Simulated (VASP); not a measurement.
Crystal: Ag6PdRh3.

```
Rh Pd Ag
1.0
    -6.05082    4.03388    2.01694
     6.05082    4.03388   -2.01694
    -2.01694   -4.03388   -6.05082
Rh Pd Ag
6 2 12
Direct
  0.05655 0.34977 0.89866
  0.20060 0.41096 0.60278
  0.60210 0.20624 0.80067
  0.74838 0.24668 0.50154
  0.90124 0.30082 0.20101
  0.94894 0.64788 0.09850
  0.00277 0.99941 0.00450
  0.45064 0.14773 0.09953
  0.09583 0.70253 0.79759
  0.55363 0.85470 0.89986
  0.14963 0.05221 0.70526
  0.24671 0.75102 0.49874
  0.64843 0.55339 0.70026
  0.70170 0.89816 0.59801
  0.29896 0.10084 0.39787
  0.34783 0.45178 0.30373
  0.39710 0.79880 0.19730
  0.79844 0.59710 0.39928
  0.84478 0.94604 0.30147
  0.50037 0.50072 0.99755
```

* Program: VASP 6.6.1
* Task: relaxation of cell and atoms
* Functional: PBE
* Potentials or basis: VASP PAW PBE potentials, release 64 (Rh_pv, Pd, Ag)
* Cutoff: 600 eV
* k mesh: 2 × 2 × 2, shifted
* Occupations: gaussian, width 0.1 eV
* Spin: no spin polarisation

At the start: pressure -1.5 GPa; volume 16.41 Å³/atom.

Where does the relaxation end?

Over 16 steps the energy falls by 30.8 meV/atom and the volume is 16.32 Å³/atom (-0.5 %); space group P1 (No. 1, to 0.1 Å) before and after.

The path:
| step | energy change (eV) | largest force (eV/Å) | pressure (GPa) | volume (Å³) |
| --- | --- | --- | --- | --- |
| 1 | 0.0000 | 1.3686 | -1.50 | 328.20 |
| 2 | -0.3723 | 0.8897 | 1.58 | 320.95 |
| 3 | -0.4136 | 0.5416 | 3.36 | 317.68 |
| 4 | -0.5528 | 0.3361 | 0.11 | 326.45 |
| 5 | -0.5555 | 0.3186 | 0.44 | 325.37 |
| 6 | -0.5790 | 0.1937 | -0.35 | 326.87 |
| 7 | -0.5817 | 0.1726 | -0.69 | 327.56 |
| 8 | -0.5963 | 0.1457 | 0.15 | 325.45 |
| 9 | -0.5969 | 0.1448 | 0.36 | 324.95 |
| 10 | -0.6059 | 0.1065 | 0.16 | 325.57 |
| 11 | -0.6101 | 0.0880 | -0.09 | 326.38 |
| 12 | -0.6128 | 0.0593 | 0.07 | 326.06 |
| 13 | -0.6134 | 0.0620 | 0.21 | 325.81 |
| 14 | -0.6146 | 0.0436 | -0.20 | 326.79 |
| 15 | -0.6146 | 0.0435 | -0.11 | 326.60 |
| 16 | -0.6157 | 0.0297 | -0.06 | 326.40 |

Final structure:
```yaml
crystal:
  lattice:
    - [-6.01943, 4.04257, 1.98388]
    - [6.01690, 4.07204, -2.04927]
    - [-1.99362, -4.00707, -5.98294]
  atoms:
    - { symbol: Rh, position: [0.03486, 0.35001, 0.88860] }
    - { symbol: Rh, position: [0.17353, 0.39224, 0.59338] }
    - { symbol: Rh, position: [0.62801, 0.21972, 0.81725] }
    - { symbol: Rh, position: [0.76719, 0.25500, 0.50071] }
    - { symbol: Rh, position: [0.89084, 0.29688, 0.19838] }
    - { symbol: Rh, position: [0.94407, 0.63018, 0.09376] }
    - { symbol: Pd, position: [0.00551, 0.00717, 0.00487] }
    - { symbol: Pd, position: [0.46045, 0.15473, 0.10613] }
    - { symbol: Ag, position: [0.09921, 0.70685, 0.80627] }
    - { symbol: Ag, position: [0.54752, 0.85048, 0.89504] }
    - { symbol: Ag, position: [0.15874, 0.06063, 0.70871] }
    - { symbol: Ag, position: [0.24740, 0.75088, 0.50076] }
    - { symbol: Ag, position: [0.64755, 0.54802, 0.70022] }
    - { symbol: Ag, position: [0.70259, 0.90439, 0.60069] }
    - { symbol: Ag, position: [0.30675, 0.10501, 0.40786] }
    - { symbol: Ag, position: [0.33810, 0.44353, 0.29518] }
    - { symbol: Ag, position: [0.39942, 0.80305, 0.20116] }
    - { symbol: Ag, position: [0.79657, 0.59625, 0.39741] }
    - { symbol: Ag, position: [0.85284, 0.94502, 0.29351] }
    - { symbol: Ag, position: [0.49347, 0.49673, 0.99419] }
```

Caveat: the k points lie up to 0.52 Å⁻¹ apart in the final cell.
